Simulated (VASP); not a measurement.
**BN: single point with PBEsol**

The system is BN.

```
CELL_PARAMETERS angstrom
1.25112 0.72234 3.37293
-1.25112 0.72234 3.37293
0.00000 -1.44467 3.37293
ATOMIC_POSITIONS crystal
B 0.99671 0.99671 0.99671
N 0.33505 0.33505 0.33505
```

This cell differs from its parent crystal: mode 4 (749.1 1/cm) frozen in, largest displacement -0.030 Å.

- Program: VASP 6.6.1
- Task: single point
- Functional: PBEsol
- Potentials or basis: VASP PAW PBE potentials, release 64 (B, N)
- Cutoff: 520 eV
- k mesh: 12 × 12 × 12
- Occupations: gaussian, width 0.05 eV
- Spin: no spin polarisation

```
Pressure               : 0.9 GPa
Largest force          : 0.671 eV/Å
Band gap on the k mesh : 4.09 eV, indirect (least direct gap 4.61 eV)
```

Forces in eV/Å, atoms in the order of the input:
```
B    0.000  0.000  0.671
N    0.000  0.000 -0.671
```

Stress tensor (GPa, compression positive):
```
1.22 0.00 0.00
0.00 1.22 0.00
0.00 0.00 0.12
```

Levels at points of the mesh, in eV from the valence-band top:
```csv
k point,band 1,band 2,band 3,band 4,band 5,band 6,band 7,band 8
"(0.00, 0.00, 0.00)",-17.73,-4.20,-1.24,-1.24,4.92,11.65,11.65,13.15
"(0.50, 0.00, 0.00)",-14.51,-8.93,-4.04,-0.63,5.29,9.79,12.91,14.70
"(0.50, 0.50, 0.00)",-14.44,-8.81,-4.10,-1.16,4.09,9.86,14.14,17.42
"(0.50, 0.50, 0.50)",-17.46,-6.21,-1.26,-1.26,9.92,11.56,11.56,12.27
```

It took 26 s on 1 thread of Intel(R) Xeon(R) 6975P-C (Granite Rapids), on a shared host, peak memory 0.17 GiB.

Caveat: the cell differs from its parent crystal (mode 4 (749.1 1/cm) frozen in, largest displacement -0.030 Å); the PAW data sets were made with another functional, which shifts forces and pressure a little. A k mesh can miss the band edges.
